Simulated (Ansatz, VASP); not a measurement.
# Zn in VASP and in Ansatz

```xyz
2
Lattice="2.7768 0.0000 0.0000 -1.3884 2.4048 0.0000 0.0000 0.0000 4.9660" Properties=species:S:1:pos:R:3 pbc="T T T"
Zn    1.3884    0.8016    3.7245
Zn    0.0000    1.6032    1.2415
```

Alike in both runs: functional PBE; k mesh 9 × 9 × 5; occupations fermi-dirac, width 0.05 eV; no spin polarisation.

|  | VASP | Ansatz |
| --- | --- | --- |
| version | VASP 6.6.1 | Ansatz 0.2.0 |
| potentials or method | VASP PAW PBE potentials, release 64 (Zn) | Ansatz PAW |
| plane-wave cutoff (eV) | 500 | 420 |
| valence electrons in the cell | 24 | 24 |
| task | single point | band structure |

|  | VASP | Ansatz | Ansatz less VASP |
| --- | --- | --- | --- |
| gap on the k mesh at the Fermi level (eV) | none | none | - |
| pressure (GPa) | -5.1 | -5.3 | -0.20 |
| traceless stress, the component that is largest in VASP (GPa) | -0.06 | 0.02 | +0.078 |

A gap of «none» marks a metal or a gap that the smearing closes.
